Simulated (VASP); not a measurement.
**GaN: single point with PBE**

The system is GaN.

```
Ga N
1.0
     0.00000    2.21715    2.32800
     2.21715    0.00000    2.32800
     2.21715    2.21715    0.00000
Ga N
1 1
Cartesian
  0.0000 0.0000 0.0000
  3.3257 3.3257 3.4920
```

This cell differs from its parent crystal: ratio of the length along z to the lengths across it x 1.05, volume and fractional coordinates fixed.

```json
{"Program": "VASP 6.6.1", "Task": "single point", "Functional": "PBE", "Potentials or basis": "VASP PAW PBE potentials, release 64 (Ga_d, N)", "Cutoff": "520 eV", "k mesh": "12 × 12 × 12", "Occupations": "gaussian, width 0.05 eV", "Spin": "no spin polarisation", "Dipole correction": "no", "Further INCAR settings": "ALGO = Normal; EDIFF = 1e-06; NBANDS = 16"}
```

| Quantity | Value |
| --- | --- |
| Pressure | 4.9 GPa |
| Band gap on the k mesh | 1.63 eV, direct |

Stress tensor (GPa, compression positive):
```
7.14 0.00 0.00
0.00 7.14 0.00
0.00 0.00 0.53
```

Levels at points of the mesh, in eV from the valence-band top:
| k point | band 6 | band 7 | band 8 | band 9 | band 10 | band 11 | band 12 | band 13 |
| --- | --- | --- | --- | --- | --- | --- | --- | --- |
| (0.00, 0.00, 0.00) | -13.21 | -0.25 | 0.00 | 0.00 | 1.63 | 10.19 | 10.19 | 10.32 |
| (0.50, 0.00, 0.00) | -11.96 | -7.11 | -1.24 | -0.86 | 4.49 | 8.65 | 10.01 | 10.66 |
| (0.50, 0.50, 0.00) | -11.71 | -6.55 | -2.53 | -2.53 | 3.50 | 7.08 | 11.19 | 14.04 |
| (0.50, 0.00, 0.50) | -11.45 | -6.02 | -2.90 | -2.89 | 3.18 | 6.33 | 11.83 | 13.22 |

Run time: 16 s on 1 thread of Intel(R) Xeon(R) 6975P-C (Granite Rapids) (shared host), peak memory 0.18 GiB.
